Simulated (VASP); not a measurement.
# MgS (P1) in VASP: further runs, part 2 of 2

VASP 6.6.1. The steps go on from the part before.

**3. Single point, PBEsol (atoms moved at random and the cell strained at random)**

The input, INCAR:

```
PREC = Accurate
ENCUT = 520
EDIFF = 1E-6
ISMEAR = 0
SIGMA = 0.02
LREAL = False
LASPH = True
NELM = 80
ALGO = Normal
ISIF = 2
LWAVE = False
LCHARG = True
GGA = PS
LELF = True
LVHAR = True
NBANDS = 16
```

The input, KPOINTS:

```
Automatic mesh
0
Gamma
  6 6 4
```

The input, POSCAR:

```
MgS
1.0
    4.1743413807      0.0079482061     -0.0806924481
   -2.0802873419      3.5895880101      0.1050566875
   -0.1286458836      0.1191260882      6.7032867338
Mg S
2 2
Direct
    0.6579026996      0.3474514734      0.4804710341
    0.3512827312      0.6732492221      0.9557862178
    0.2850010753      0.6673793028      0.3930075130
    0.7058134939      0.3119200017      0.9207316803
```

Potentials or basis: VASP PAW PBE potentials, release 64 (Mg, S).

Launch:

```sh
> cat potpaw_PBE.64/Mg/POTCAR potpaw_PBE.64/S/POTCAR > POTCAR
> mpirun -np 1 vasp_std > vasp.out
```

OUTCAR:

```text
PREC = Accurate
   ENCUT = 520
   EDIFF = 1E-6
   ISMEAR = 0
   LREAL = False
   LASPH = True
   NELM = 80
   ISIF = 2
   GGA = PS

 ion  position               nearest neighbor table
   1  0.658  0.347  0.480-   3 2.35   3 2.54   3 2.54   4 2.95
   2  0.351  0.673  0.956-   4 2.30   4 2.35   4 2.60   3 2.95
   3  0.285  0.667  0.393-   1 2.35   1 2.54   1 2.54   2 2.95
   4  0.706  0.312  0.921-   2 2.30   2 2.35   2 2.60   1 2.95

  LATTYP: Found a triclinic cell.
 ALAT       =     4.1501535411
 B/A-ratio  =     1.0030188325
 C/A-ratio  =     1.6157424633
 COS(alpha) =     0.0115532981
 COS(beta)  =     0.0502874643
 COS(gamma) =     0.4954915660

  Lattice vectors:

 A1 = (   2.0802873419,  -3.5895880101,  -0.1050566875)
 A2 = (  -2.0940540388,  -3.5975362162,  -0.0243642394)
 A3 = (   0.1286458836,  -0.1191260882,  -6.7032867338)

Analysis of symmetry for initial positions (statically):
=====================================================================
 Subroutine PRICEL returns:
 Original cell was already a primitive cell.

 Routine SETGRP: Setting up the symmetry group for a
 triclinic supercell.

 Subroutine GETGRP returns: Found  1 space group operations
 (whereof  1 operations were pure point group operations)
 out of a pool of  2 trial point group operations.

The static configuration has the point symmetry C_1 .

Analysis of symmetry for dynamics (positions and initial velocities):
=====================================================================
 Subroutine PRICEL returns:
 Original cell was already a primitive cell.

 Routine SETGRP: Setting up the symmetry group for a
 triclinic supercell.

 Subroutine GETGRP returns: Found  1 space group operations
 (whereof  1 operations were pure point group operations)
 out of a pool of  2 trial point group operations.

[... 117 lines left out ...]
   EMIN   =  10.00;   EMAX   =-10.00  energy-range for DOS
   EFERMI =   0.00;   METHOD = LEGACY
   ISMEAR =     0;   SIGMA  =   0.02  broadening in eV -4-tet -1-fermi 0-gaus
   EFERMI_NEDOS =   21; number of points for ismear=-14 and -15
   IALGO  =     38    algorithm
   IMIX   =      4    mixing-type and parameters
     AMIX     =   0.40;   BMIX     =  1.00
     AMIX_MAG =   1.60;   BMIX_MAG =  1.00
  volume/ion in A,a.u.               =      25.12       169.53
  Fermi-wavevector in a.u.,A,eV,Ry     =   0.887323  1.676798 10.712451  0.787343
  Thomas-Fermi vector in A             =   2.008607
   LORBIT       =      0    0 simple, 1 ext, 2 COOP (PROOUT), +10 PAW based schemes
   GGA     = PS    functional components
   LHFCALC =     F    Hartree Fock is set to
   AEXX    =    0.0000 exact exchange contribution
   IVDW    =     0    specifies the selected vdW correction
   LEPSILON=     F    determine dielectric tensor
   LRPA    =     F    only Hartree local field effects (RPA)
 non-spin polarized calculation
 Gauss-broadening in eV      SIGMA  =   0.02
  energy-cutoff  :      520.00
  volume of cell :      100.48
 maximum number of plane-waves:      2721
   NGX = 15   NGY = 15   NGZ = 25

 number of electron      15.9999999 magnetization

 Free energy of the ion-electron system (eV)
  ---------------------------------------------------
  ext. energy  EPLUGINS =         0.00000000
  ---------------------------------------------------
  free energy    TOTEN  =       -17.11511786 eV

  energy without entropy =      -17.11511786  energy(sigma->0) =      -17.11511786

 E-fermi :   1.0633     XC(G=0):  -8.1811

 val. band max:        0.9690053988   @ k =   0.0000   0.0000   0.0000
 cond. band min:       3.2148533071   @ k =   0.0000   0.0000   0.0000
 fundamental gap:      2.2458479083
 Fermi energy:         1.0633255036

 k-point     1 :       0.0000    0.0000    0.0000
  band No.  band energies     occupation
      1     -10.6343      2.00000
      2      -9.9725      2.00000
      3      -2.0873      2.00000
      4      -0.5053      2.00000
      5      -0.0225      2.00000
      6       0.1714      2.00000
[... 433 lines left out ...]
      3      -2.5735      2.00000
      4      -2.2401      2.00000
      5      -0.6067      2.00000
      6      -0.3004      2.00000
[... 8 lines left out ...]
     15       9.1494      0.00000
     16      10.9722      0.00000

 [... further k-points ...]
[... 5 lines left out ...]
  --------------------------------------------------------------------------------------
  -------------------------------------------------------------------------------------
  Total       -1.6960989     -0.3257517     -3.9930176      1.8263863     -0.5925517      0.0208696
  in kB      -27.0435182     -5.1939612    -63.6668331     29.1208909     -9.4479651      0.3327562
  external PRESSURE =     -31.9681042 kB  Pullay stress =       0.0000000 kB

 VOLUME and BASIS-vectors are now :
 -----------------------------------------------------------------------------
  energy-cutoff  :      520.00
  volume of cell :      100.48
      direct lattice vectors                 reciprocal lattice vectors
     4.174341381  0.007948206 -0.080692448     0.239335930  0.138640925  0.002129378
    -2.080287342  3.589588010  0.105056687    -0.000625885  0.278365914 -0.004958935
    -0.128645884  0.119126088  6.703286734     0.002890874 -0.002693742  0.149283901

 POSITION                                       TOTAL-FORCE (eV/Angst)
 -----------------------------------------------------------------------------------
      1.96170      1.30967      3.20415        -0.617535     -0.434159      0.294138
     -0.05714      2.53334      6.44929         0.641449     -0.727642      0.682638
     -0.24921      2.44470      2.68156         0.896996      0.398687     -0.055527
      2.17897      1.23496      6.14774        -0.920909      0.763114     -0.921250
 -----------------------------------------------------------------------------------
    total drift:                                0.000089     -0.000104     -0.000311

  FREE ENERGIE OF THE ION-ELECTRON SYSTEM (eV)
  ---------------------------------------------------
  free  energy   TOTEN  =       -17.1151178576 eV

  energy  without entropy=      -17.1151178576  energy(sigma->0) =      -17.11511786
```

OSZICAR:

```text
N       E                     dE             d eps       ncg     rms          rms(c)
DAV:   1     0.617494294693E+02    0.61749E+02   -0.57568E+03  2432   0.792E+02
DAV:   2    -0.120010423478E+02   -0.73750E+02   -0.67088E+02  3528   0.133E+02
DAV:   3    -0.181664161082E+02   -0.61654E+01   -0.61381E+01  3360   0.419E+01
DAV:   4    -0.182446603287E+02   -0.78244E-01   -0.78235E-01  2968   0.587E+00
DAV:   5    -0.182461367774E+02   -0.14764E-02   -0.14764E-02  3400   0.812E-01    0.521E+00
DAV:   6    -0.171943517604E+02    0.10518E+01   -0.15529E+00  2624   0.572E+00    0.373E+00
DAV:   7    -0.171132988485E+02    0.81053E-01   -0.30118E-01  3136   0.256E+00    0.274E+00
DAV:   8    -0.171176316498E+02   -0.43328E-02   -0.35087E-02  3024   0.123E+00    0.154E+00
DAV:   9    -0.171147885862E+02    0.28431E-02   -0.49099E-03  3104   0.433E-01    0.400E-01
DAV:  10    -0.171149880970E+02   -0.19951E-03   -0.60449E-04  3496   0.121E-01    0.178E-01
DAV:  11    -0.171151106590E+02   -0.12256E-03   -0.16209E-04  3008   0.687E-02    0.355E-02
DAV:  12    -0.171151174220E+02   -0.67630E-05   -0.14435E-05  3376   0.240E-02    0.271E-02
DAV:  13    -0.171151178576E+02   -0.43566E-06   -0.25947E-06  3112   0.857E-03
   1 F= -.17115118E+02 E0= -.17115118E+02  d E =-.171821E-13
```

stdout:

```text
POSCAR found type information on POSCAR MgS
 POSCAR found :  2 types and       4 ions
 scaLAPACK will be used
 -----------------------------------------------------------------------------
|                                                                             |
|                                                                             |
|     You enforced a specific xc type in the INCAR file but a different       |
|     I HOPE YOU KNOW WHAT YOU ARE DOING!                                     |
|                                                                             |
 -----------------------------------------------------------------------------

 LDA part: xc-table for (Slater+PW92), standard interpolation
 POSCAR, INCAR and KPOINTS ok, starting setup
 FFT: planning ... GRIDC
 FFT: planning ... GRID_SOFT
 FFT: planning ... GRID
 WAVECAR not read
 entering main loop
```

Run time: 51 s. Hardware: 1 thread of Intel Xeon 6975P-C (Granite Rapids), shared host; peak memory 0.28 GiB.

Results:

| Item | Value |
| --- | --- |
| Free energy | -17.1151 eV |
| Pressure | -3.2 GPa |
| Largest force | 1.510 eV/Å |
| Band gap on the k mesh | 2.25 eV, direct |

Forces in eV/Å, atoms in the order of the input:
```
Mg  -0.618 -0.434  0.294
Mg   0.641 -0.728  0.683
S    0.897  0.399 -0.056
S   -0.921  0.763 -0.921
```

Stress tensor (GPa, compression positive):
```
-2.70  2.91  0.03
 2.91 -0.52 -0.94
 0.03 -0.94 -6.37
```

Levels at points of the mesh, in eV from the valence-band top:
```tsv
k point	band 4	band 5	band 6	band 7	band 8	band 9	band 10	band 11	band 12	band 13
(0.00, 0.00, 0.00)	-1.47	-0.99	-0.80	-0.58	0.00	2.25	3.76	6.48	6.68	6.96
(0.50, 0.00, 0.00)	-3.04	-1.66	-1.54	-1.20	-0.90	4.03	4.53	5.50	6.26	7.25
(0.00, 0.50, 0.00)	-2.81	-1.77	-1.65	-1.16	-0.88	4.07	4.29	5.04	6.53	7.25
(0.50, 0.50, 0.00)	-2.62	-2.00	-1.93	-1.08	-0.47	3.94	4.13	4.33	7.07	7.19
(0.00, 0.00, 0.50)	-1.83	-1.40	-0.97	-0.88	-0.60	3.69	3.88	6.07	6.51	6.82
(0.50, 0.00, 0.50)	-3.35	-1.50	-1.13	-0.83	-0.72	3.67	3.76	5.24	5.47	7.92
(0.00, 0.50, 0.50)	-3.17	-1.52	-1.32	-0.89	-0.75	3.73	3.86	5.06	5.47	7.91
(0.50, 0.50, 0.50)	-3.08	-1.82	-1.26	-1.18	-0.89	4.16	4.31	5.07	5.26	7.66
```

Caveat: the cell differs from its parent crystal (atoms moved at random and the cell strained at random); the PAW data sets were made with another functional, which shifts forces and pressure a little.
